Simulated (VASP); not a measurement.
Runs of VASP 6.6.1 on HfO2. The structure is that of space group Fm-3m (No. 225), or close to it. The cells are those of the table. 

```tsv
cell	gap on the mesh (eV)	pressure (GPa)
a = 3.568 Å, angles 60.0°, 3 atoms	3.63	-10.2
a = 3.688 Å, angles 60.0°, 3 atoms	3.37	(b)
a = 3.664 Å, angles 60.0°, 3 atoms	3.42	-26.6
a = 3.641 Å, angles 60.0°, 3 atoms	3.47	-23.1
a = 3.593 Å, angles 60.0°, 3 atoms	3.58	-15.0
a = 3.543 Å, angles 60.0°, 3 atoms	3.69	-4.8
a = 3.617 Å, angles 60.0°, 3 atoms	(a)	-19.3
```

Alike in all rows: task single point; level LDA; potentials or basis VASP PAW LDA potentials, release 64 (Hf_pv, O); no spin polarisation; k mesh 6 × 6 × 6; cutoff (eV) 520; smearing gaussian 0.01 eV.

Task: Fill in the values left out.

Result: (a) 3.52; (b) -29.6.

Caveats: spin-orbit coupling is left out, which moves the levels of the heavy elements.

A k mesh can miss the band edges, and the runs leave out spin-orbit coupling on Hf.
